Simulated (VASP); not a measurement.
# ZnSe (zincblende type) (F-43m) in VASP: notebook

ZnSe (zincblende type) is run at these levels: PBEsol; tasks: single point, relaxation of cell and atoms.

All numbers are computed with VASP 6.6.1; they aren't measurements. Logs are shortened: lines on timing, memory, paths and dates and some standing lists are left out, and cuts for length are marked.

## Step 1: The cell of the first run

The structure is cubic, space group F-43m (No. 216). The conventional cell has a = 5.634 Å, b = 5.634 Å, c = 5.634 Å, α = 90.00°, β = 90.00°, γ = 90.00°. Within 3.2 Å of Zn (site symmetry -43m) lie 4 Se at 2.44 Å. Se (site symmetry -43m) has 4 Zn at 2.44 Å within 3.2 Å.

## Step 2: Single point, PBEsol

INCAR reads:

```
PREC = Accurate
ENCUT = 520
EDIFF = 1E-7
ISMEAR = -1
SIGMA = 0.08
LREAL = False
LASPH = True
NELM = 80
ALGO = Normal
ISIF = 2
LWAVE = False
LCHARG = False
GGA = PS
NBANDS = 16
```

KPOINTS reads:

```
Automatic mesh
0
Gamma
  11 11 11
```

POSCAR reads:

```
ZnSe
1.0
    0.0000000000      2.8168197735      2.8168197735
    2.8168197735      0.0000000000      2.8168197735
    2.8168197735      2.8168197735      0.0000000000
Zn Se
1 1
Direct
    0.0000000000      0.0000000000      0.0000000000
    0.2500000000      0.2500000000      0.2500000000
```

Potentials or basis: VASP PAW PBE potentials, release 64 (Zn, Se).

On the command line:

```console
$ cat potpaw_PBE.64/Zn/POTCAR potpaw_PBE.64/Se/POTCAR > POTCAR
$ mpirun -np 1 vasp_std > vasp.out
```

OUTCAR:

```text
PREC = Accurate
   ENCUT = 520
   EDIFF = 1E-7
   ISMEAR = -1
   LREAL = False
   LASPH = True
   NELM = 80
   ISIF = 2
   GGA = PS

 ion  position               nearest neighbor table
   1  0.000  0.000  0.000-   2 2.44   2 2.44   2 2.44   2 2.44
   2  0.250  0.250  0.250-   1 2.44   1 2.44   1 2.44   1 2.44

  LATTYP: Found a face centered cubic cell.
 ALAT       =     5.6336395470

  Lattice vectors:

 A1 = (   0.0000000000,   2.8168197735,   2.8168197735)
 A2 = (   2.8168197735,   0.0000000000,   2.8168197735)
 A3 = (   2.8168197735,   2.8168197735,   0.0000000000)

Analysis of symmetry for initial positions (statically):
=====================================================================
 Subroutine PRICEL returns:
 Original cell was already a primitive cell.

 Routine SETGRP: Setting up the symmetry group for a
 face centered cubic supercell.

 Subroutine GETGRP returns: Found 24 space group operations
 (whereof 24 operations were pure point group operations)
 out of a pool of 48 trial point group operations.

The static configuration has the point symmetry T_d .

Analysis of symmetry for dynamics (positions and initial velocities):
=====================================================================
 Subroutine PRICEL returns:
 Original cell was already a primitive cell.

 Routine SETGRP: Setting up the symmetry group for a
 face centered cubic supercell.

 Subroutine GETGRP returns: Found 24 space group operations
 (whereof 24 operations were pure point group operations)
 out of a pool of 48 trial point group operations.

The dynamic configuration has the point symmetry T_d .

 Subroutine INISYM returns: Found 24 space group operations
 (whereof 24 operations are pure point group operations),
 and found     1 'primitive' translations

----------------------------------------------------------------------------------------

                                     Primitive cell

  volume of cell :      44.7000

  direct lattice vectors                    reciprocal lattice vectors
     0.000000000  2.816819773  2.816819773    -0.177505144  0.177505144  0.177505144
     2.816819773  0.000000000  2.816819773     0.177505144 -0.177505144  0.177505144
     2.816819773  2.816819773  0.000000000     0.177505144  0.177505144 -0.177505144

  length of vectors
     3.983584726  3.983584726  3.983584726     0.307447928  0.307447928  0.307447928

  position of ions in fractional coordinates (direct lattice)
     0.000000000  0.000000000  0.000000000
     0.250000000  0.250000000  0.250000000

  ion indices of the primitive-cell ions
   primitive index   ion index
                 1           1
                 2           2

----------------------------------------------------------------------------------------

 KPOINTS: Automatic mesh

Automatic generation of k-mesh.
 Grid dimensions read from file:
 generate k-points for:   11   11   11

 Generating k-lattice:

  Cartesian coordinates                     Fractional coordinates (reciprocal lattice)
    -0.016136831  0.016136831  0.016136831     0.090909091  0.000000000  0.000000000
     0.016136831 -0.016136831  0.016136831     0.000000000  0.090909091  0.000000000
     0.016136831  0.016136831 -0.016136831     0.000000000  0.000000000  0.090909091

  Length of vectors
     0.027949812  0.027949812  0.027949812

  Shift w.r.t. Gamma in fractional coordinates (k-lattice)
     0.000000000  0.000000000  0.000000000

 Subroutine IBZKPT returns following result:
 ===========================================

 Found     56 irreducible k-points:

 Following reciprocal coordinates:
            Coordinates               Weight
  0.000000  0.000000  0.000000      1.000000
  0.090909  0.000000  0.000000      8.000000
  0.181818  0.000000  0.000000      8.000000
  0.272727  0.000000  0.000000      8.000000
  0.363636  0.000000  0.000000      8.000000
  0.454545  0.000000  0.000000      8.000000
[... 16 lines left out ...]
 -0.272727  0.181818  0.000000     24.000000
 -0.181818  0.181818  0.000000     12.000000
 [... further k-points ...]
   k-points           NKPTS =     56   k-points in BZ     NKDIM =     56   number of bands    NBANDS=     16
   number of dos      NEDOS =    301   number of ions     NIONS =      2
   total plane-waves  NPLWV =  27000
   dimension x,y,z NGX =    30 NGY =   30 NGZ =   30
   dimension x,y,z NGXF=    60 NGYF=   60 NGZF=   60
   ions per type =               1   1
   NGX,Y,Z   is equivalent  to a cutoff of  12.52, 12.52, 12.52 a.u.
   NGXF,Y,Z  is equivalent  to a cutoff of  25.04, 25.04, 25.04 a.u.
 SYSTEM =  unknown system
   PREC   = accura    normal or accurate (medium, high low for compatibility)
   ISTART =      0    job   : 0-new  1-cont  2-samecut
   ICHARG =      2    charge: 1-file 2-atom 10-const
   ISPIN  =      1    spin polarized calculation?
   LNONCOLLINEAR =      F non collinear calculations
   LSORBIT =      F    spin-orbit coupling
   LASPH  =      T    aspherical Exc in radial PAW
   ENCUT  =  520.0 eV  38.22 Ry    6.18 a.u.   7.41  7.41  7.41*2*pi/ulx,y,z
   NELM   =     80;   NELMIN=  2; NELMDL= -5     # of ELM steps
   EDIFF  = 0.1E-06   stopping-criterion for ELM
   LREAL  =      F    real-space projection
   EDIFFG = 0.1E-05   stopping-criterion for IOM
   NSW    =      0    number of steps for IOM
   IBRION =     -1    ionic relax: 0-MD 1-quasi-New 2-CG
   NFREE  =      0    steps in history (QN), initial steepest desc. (CG)
   ISIF   =      2    stress and relaxation
   ISYM   =      2    0-nonsym 1-usesym 2-fastsym
   POTIM  = 0.5000    time-step for ionic-motion
   TEBEG  =    0.0;   TEEND  =   0.0 temperature during run
   PSTRESS=    0.0 pullay stress
   NELECT =      18.0000    total number of electrons
   NUPDOWN=      -1.0000    fix difference up-down
   EMIN   =  10.00;   EMAX   =-10.00  energy-range for DOS
   EFERMI =   0.00;   METHOD = LEGACY
   ISMEAR =    -1;   SIGMA  =   0.08  broadening in eV -4-tet -1-fermi 0-gaus
   EFERMI_NEDOS =   21; number of points for ismear=-14 and -15
   IALGO  =     38    algorithm
   IMIX   =      4    mixing-type and parameters
     AMIX     =   0.40;   BMIX     =  1.00
     AMIX_MAG =   1.60;   BMIX_MAG =  1.00
  volume/ion in A,a.u.               =      22.35       150.83
  Fermi-wavevector in a.u.,A,eV,Ry     =   1.208917  2.284523 19.884658  1.461481
  Thomas-Fermi vector in A             =   2.344511
   LORBIT       =      0    0 simple, 1 ext, 2 COOP (PROOUT), +10 PAW based schemes
   GGA     = PS    functional components
   LHFCALC =     F    Hartree Fock is set to
   AEXX    =    0.0000 exact exchange contribution
   IVDW    =     0    specifies the selected vdW correction
   LEPSILON=     F    determine dielectric tensor
   LRPA    =     F    only Hartree local field effects (RPA)
 non-spin polarized calculation
  energy-cutoff  :      520.00
  volume of cell :       44.70
 maximum number of plane-waves:      1243
 NGX is ok and might be reduce to    30
   NGX = 15   NGY = 15   NGZ = 15

 number of electron      17.9999998 magnetization

 Free energy of the ion-electron system (eV)
  ---------------------------------------------------
  ext. energy  EPLUGINS =         0.00000000
  ---------------------------------------------------
  free energy    TOTEN  =        -6.77399275 eV

  energy without entropy =       -6.77398926  energy(sigma->0) =       -6.77399101

 E-fermi :   2.3684     XC(G=0):  -9.6087

 val. band max:        1.6435664966   @ k =   0.0000   0.0000   0.0000
 cond. band min:       2.8864674580   @ k =   0.0000   0.0000   0.0000
 fundamental gap:      1.2429009614
 Fermi energy:         2.3684445259

 k-point     1 :       0.0000    0.0000    0.0000
  band No.  band energies     occupation
      1     -11.7605      2.00000
      2      -4.9802      2.00000
      3      -4.9802      2.00000
      4      -4.9802      2.00000
      5      -4.5919      2.00000
      6      -4.5919      2.00000
[... 8 lines left out ...]
     15      13.1097      0.00000
     16      13.1097      0.00000

 k-point     2 :       0.0909    0.0000    0.0000
  band No.  band energies     occupation
      1     -11.7041      2.00000
      2      -4.9786      2.00000
      3      -4.9711      2.00000
      4      -4.9711      2.00000
      5      -4.5929      2.00000
      6      -4.5929      2.00000
[... 8 lines left out ...]
     15      12.5290      0.00000
     16      12.5290      0.00000

 k-point     3 :       0.1818    0.0000    0.0000
  band No.  band energies     occupation
      1     -11.5461      2.00000
      2      -4.9633      2.00000
      3      -4.9478      2.00000
      4      -4.9478      2.00000
      5      -4.5939      2.00000
      6      -4.5939      2.00000
[... 8 lines left out ...]
     15      11.9983      0.00000
     16      12.5216      0.00000

 k-point     4 :       0.2727    0.0000    0.0000
  band No.  band energies     occupation
      1     -11.3226      2.00000
      2      -4.9206      2.00000
      3      -4.9206      2.00000
      4      -4.9042      2.00000
      5      -4.5906      2.00000
      6      -4.5906      2.00000
[... 8 lines left out ...]
     15      12.1387      0.00000
     16      12.1387      0.00000
[... 324 lines left out ...]
 k-point    22 :      -0.3636    0.1818    0.0000
  band No.  band energies     occupation
      1     -10.8791      2.00000
      2      -4.8814      2.00000
      3      -4.8528      2.00000
      4      -4.6348      2.00000
      5      -4.5907      2.00000
      6      -4.4919      2.00000
[... 8 lines left out ...]
     15      12.9027      0.00000
     16      14.5255      0.00000

 k-point    23 :      -0.2727    0.1818    0.0000
  band No.  band energies     occupation
      1     -11.0401      2.00000
      2      -4.8851      2.00000
      3      -4.8769      2.00000
      4      -4.7821      2.00000
      5      -4.6050      2.00000
      6      -4.5553      2.00000
[... 8 lines left out ...]
     15      13.7045      0.00000
     16      15.1579      0.00000

 k-point    24 :      -0.1818    0.1818    0.0000
  band No.  band energies     occupation
      1     -11.2478      2.00000
      2      -4.9100      2.00000
      3      -4.9081      2.00000
      4      -4.8889      2.00000
      5      -4.6091      2.00000
      6      -4.5711      2.00000
[... 8 lines left out ...]
     15      13.1746      0.00000
     16      14.5037      0.00000

 [... further k-points ...]

------------------------ aborting loop because EDIFF is reached ----------------------------------------

  FORCE on cell =-STRESS in cart. coord.  units (eV):
  Direction    XX          YY          ZZ          XY          YZ          ZX
  --------------------------------------------------------------------------------------
  -------------------------------------------------------------------------------------
  Total        0.0747148      0.0747148      0.0747148      0.0000000      0.0000000     -0.0000000
  in kB        2.6779954      2.6779954      2.6779954      0.0000000      0.0000000     -0.0000000
  external PRESSURE =       2.6779954 kB  Pullay stress =       0.0000000 kB

 VOLUME and BASIS-vectors are now :
 -----------------------------------------------------------------------------
  energy-cutoff  :      520.00
  volume of cell :       44.70
      direct lattice vectors                 reciprocal lattice vectors
     0.000000000  2.816819773  2.816819773    -0.177505144  0.177505144  0.177505144
     2.816819773  0.000000000  2.816819773     0.177505144 -0.177505144  0.177505144
     2.816819773  2.816819773  0.000000000     0.177505144  0.177505144 -0.177505144

 POSITION                                       TOTAL-FORCE (eV/Angst)
 -----------------------------------------------------------------------------------
      0.00000      0.00000      0.00000         0.000000      0.000000      0.000000
      1.40841      1.40841      1.40841        -0.000000     -0.000000     -0.000000
 -----------------------------------------------------------------------------------
    total drift:                                0.000000      0.000000      0.000001

  FREE ENERGIE OF THE ION-ELECTRON SYSTEM (eV)
  ---------------------------------------------------
  free  energy   TOTEN  =        -6.7739927519 eV

  energy  without entropy=       -6.7739892646  energy(sigma->0) =       -6.77399101
```

It took 19 s on 1 thread of Intel Xeon 6975P-C (Granite Rapids), shared host; peak memory 0.19 GiB.

Results:

| Quantity | Value |
| --- | --- |
| Free energy | -6.7740 eV |
| Pressure | 0.3 GPa |
| Band gap on the k mesh | 1.24 eV, direct |

Levels at points of the mesh, in eV from the valence-band top:
```
           k point  band 5  band 6  band 7  band 8  band 9  band 10  band 11  band 12  band 13  band 14
(0.00, 0.00, 0.00)   -6.24   -6.24    0.00    0.00    0.00     1.24     5.73     5.73     5.73     9.81
```

Caveat: the PAW data sets were made with another functional, which shifts forces and pressure a little.

## Step 3: Single point, PBEsol

INCAR reads:

```
ALGO = Normal
EDIFF = 1E-6
ENCUT = 520
GGA = PS
ISIF = 2
ISMEAR = -1
LASPH = T
LCHARG = F
LREAL = F
LWAVE = F
NBANDS = 16
NELM = 80
PREC = Accurate
SIGMA = 0.08
```

KPOINTS reads:

```
k-points
0
Gamma
  11 11 11
```

POSCAR reads:

```
ZnSe
1.0
    0.0000000000      2.8168197734      2.8168197734
    2.8168197734      0.0000000000      2.8168197734
    2.8168197734      2.8168197734      0.0000000000
Zn Se
1 1
Direct
    0.0000000000      0.0000000000      0.0000000000
    0.2500000000      0.2500000000      0.2500000000
```

Potentials or basis: VASP PAW PBE potentials, release 64 (Zn, Se).

On the command line:

```console
$ cat potpaw_PBE.64/Zn/POTCAR potpaw_PBE.64/Se/POTCAR > POTCAR
$ mpirun -np 1 vasp_std > vasp.out
```

It took 17 s on 1 thread of Intel Xeon 6975P-C (Granite Rapids), shared host; peak memory 0.19 GiB.

It converged, with:

```
Free energy            : -6.7740 eV
Pressure               : 0.3 GPa
Band gap on the k mesh : 1.24 eV, direct
```

Levels at points of the mesh, in eV from the valence-band top:
| k point | band 7 | band 8 | band 9 | band 10 | band 11 | band 12 |
| --- | --- | --- | --- | --- | --- | --- |
| (0.00, 0.00, 0.00) | 0.00 | 0.00 | 0.00 | 1.24 | 5.73 | 5.73 |

Caveat: the PAW data sets were made with another functional, which shifts forces and pressure a little.

(Part 1 of 2 ends here.)
